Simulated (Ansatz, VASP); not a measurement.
**Au in VASP and in Ansatz**

```xyz
1
Lattice="0.0000 2.0350 2.0350 2.0350 0.0000 2.0350 2.0350 2.0350 0.0000" Properties=species:S:1:pos:R:3 pbc="T T T"
Au    0.0000    0.0000    0.0000
```

Alike in both runs: task relaxation of cell and atoms; functional r2SCAN; dispersion D4; k mesh 11 × 11 × 11; no spin polarisation; Hubbard terms Au d U = 8.0 eV.

|  | VASP | Ansatz |
| --- | --- | --- |
| version | VASP 6.6.1 | Ansatz 0.2.0 |
| potentials or method | VASP PAW PBE potentials, release 64 (Au), cutoff 600 eV | all-electron PAW datasets made for the crystal |
| occupations | methfessel-paxton of order 1, width 0.1 eV | cold, width 0.1 eV |

|  | VASP | Ansatz | Ansatz less VASP |
| --- | --- | --- | --- |
| relaxed volume (Å³/atom) | 16.90 | 17.65 | +0.749 |
| relaxed length of the cell vector where the two differ most in proportion (Å) | 2.881 | 2.922 | +0.0419 |

VASP's potentials were made for PBE, not for r2SCAN. The programs project onto different local orbitals, so the same U acts differently, and such runs can settle in different states. Ansatz ran all-electron here, and VASP with PAW potentials.

Spin-orbit coupling is off throughout.
